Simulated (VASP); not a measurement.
Runs of VASP 6.6.1 on Ca3Zr2N. The structure is that of space group P-3m1 (No. 164), or close to it. The cells are those of the table. 

```tsv
task	spin	cell	k mesh	cutoff (eV)	gap on the mesh (eV)	pressure (GPa)	largest force (eV/Å)
relaxation of cell and atoms	off	relaxed from a = 3.676, b = 3.676, c = 9.009 Å, angles 90.0, 90.0, 120.0°, 6 atoms	6 × 6 × 2	600	none	-0.1	0.03
single point	collinear, ferromagnetic start	a = 3.378, b = 3.378, c = 15.184 Å, angles 90.0, 90.0, 120.0°, 6 atoms	6 × 6 × 1	520	none	(b)	0.08
single point	off	a = 3.378, b = 3.378, c = 15.184 Å, angles 90.0, 90.0, 120.0°, 6 atoms	6 × 6 × 2	520	none	(a)	0.06
single point	off	a = 3.676, b = 3.676, c = 9.009 Å, angles 90.0, 90.0, 120.0°, 6 atoms	6 × 6 × 2	520	none	23.5	6.25
```

Alike in all rows: level PBE; potentials or basis VASP PAW PBE potentials, release 64 (Ca_sv, Zr_sv, N); smearing gaussian 0.1 eV.

**Question.** Estimate the missing entries.

**Answer.** (a) 0.0; (b) 0.2.

Caveats: some runs use coarse meshes; forces of over 1 eV/Å act on the atoms, so gaps and moduli don't describe the material at rest (some runs).

A k mesh can miss the band edges, and the runs leave out spin-orbit coupling on Zr.

A gap of «none» marks levels without a gap at the run's occupations.
